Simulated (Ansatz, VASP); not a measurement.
# SnO: VASP beside Ansatz

INCAR

```
ALGO = Normal
EDIFF = 1E-7
ENCUT = 520
GGA = PE
ISIF = 2
ISMEAR = 0
IVDW = 12
LASPH = T
LCHARG = T
LELF = T
LREAL = F
LVHAR = T
LWAVE = F
NBANDS = 28
NELM = 100
PREC = Accurate
SIGMA = 0.05
```

Contents of KPOINTS:

```
k-points
0
Gamma
  10 6 8
```

The input POSCAR:

```
SnO
1.0
    3.9248127268      0.0000000000      0.0000000000
    0.0000000000      5.5926043431      0.0000000000
    0.0000000000      0.0000000000      3.8239766715
Sn O
2 2
Direct
    0.0000000000      0.2345104856      0.5269946555
    0.5000000000      0.7654895144      0.0269946555
    0.0000000000      0.8836051479      0.7230063445
    0.5000000000      0.1163948521      0.2230063445
```

Input for Ansatz:

```yaml
crystal:
  lattice:
    - [3.9248127268, 0.0, 0.0]
    - [0.0, 5.5926043431, 0.0]
    - [0.0, 0.0, 3.8239766715]
  atoms:
    - { symbol: Sn, position: [0.0, 0.2345104856, 0.5269946555] }
    - { symbol: Sn, position: [0.5, 0.7654895144, 0.0269946555] }
    - { symbol: O, position: [0.0, 0.8836051479, 0.7230063445] }
    - { symbol: O, position: [0.5, 0.1163948521, 0.2230063445] }
basis:
  ecutwfc: 520.0
kpoints:
  mp_grid: { grid: [10, 6, 8] }
hamiltonian:
  xc: pbe
  dispersion: d3bj
scf:
  occupations: { method: gaussian, width: 0.05 }
output:
  forces: true
  stress: true
  eigenvalues: true
```

Change from the starting cell: volume 20.984 Å^3 an atom, stretch along a over the lengths across it, relative to the relaxed cell 1.1996.

Alike in both runs: task single point; functional PBE; dispersion D3(BJ); k mesh 10 × 6 × 8; occupations gaussian, width 0.05 eV; no spin polarisation.

|  | VASP | Ansatz |
| --- | --- | --- |
| version | VASP 6.6.1 | Ansatz 0.2.0 |
| potentials or method | VASP PAW PBE potentials, release 64 (Sn_d, O), cutoff 520 eV | scalar-relativistic, plane waves, PAW |
| valence electrons in the cell | 40 | 40 |

```tsv
	VASP	Ansatz	Ansatz less VASP
gap on the k mesh at the Fermi level (eV)	1.34	1.35	+0.009
least direct gap on the mesh (eV)	2.28	2.28	+0.004
pressure (GPa)	-6.2	-6.3	-0.12
traceless stress, the component that is largest in VASP (GPa)	-5.96	-5.91	+0.056
rms of the force components (eV/Å)	0.401	0.419	+0.0177
```

Atom by atom the forces differ by 0.032 eV/Å (rms over components). Ansatz's warnings: dispersion switch in reach.
